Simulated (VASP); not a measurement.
The system is TiN (rocksalt type).

```
Ti N
1.0
     0.00000    2.15443    2.15443
     2.15443    0.00000    2.15443
     2.15443    2.15443    0.00000
Ti N
1 1
Direct
  0.00000 0.00000 0.00000
  0.50000 0.50000 0.50000
```

| Item | Value |
| --- | --- |
| Program | VASP 6.6.1 |
| Task | relaxation of cell and atoms |
| Functional | PBE |
| Potentials or basis | VASP PAW PBE potentials, release 64 (Ti_sv, N) |
| Cutoff | 600 eV |
| k mesh | 15 × 15 × 15 |
| Occupations | fermi-dirac, width 0.1 eV |
| Spin | no spin polarisation |

At the start: pressure -10.6 GPa; volume 10.00 Å³/atom.

Q: Where does the relaxation end?

A: Over 4 steps the energy falls by 14.0 meV/atom and the volume is 9.59 Å³/atom (-4.1 %); space group Fm-3m (No. 225, to 0.05 Å).

The path:
```csv
step,energy change (eV),largest force (eV/Å),pressure (GPa),volume (Å³)
1,0.0000,0.0000,-10.56,20.00
2,0.0243,0.0000,17.05,18.15
3,-0.0279,0.0000,-0.16,19.19
4,-0.0279,0.0000,0.00,19.18
```

Final structure:
```cif
data_structure
_symmetry_space_group_name_H-M 'P 1'
_symmetry_Int_Tables_number 1
_cell_length_a 3.0044
_cell_length_b 3.0044
_cell_length_c 3.0044
_cell_angle_alpha 60.000
_cell_angle_beta 60.000
_cell_angle_gamma 60.000
_cell_volume 19.18
loop_
_atom_site_label
_atom_site_type_symbol
_atom_site_fract_x
_atom_site_fract_y
_atom_site_fract_z
_atom_site_occupancy
Ti1 Ti 0.00000 0.00000 0.00000 1
N1 N 0.50000 0.50000 0.50000 1
```
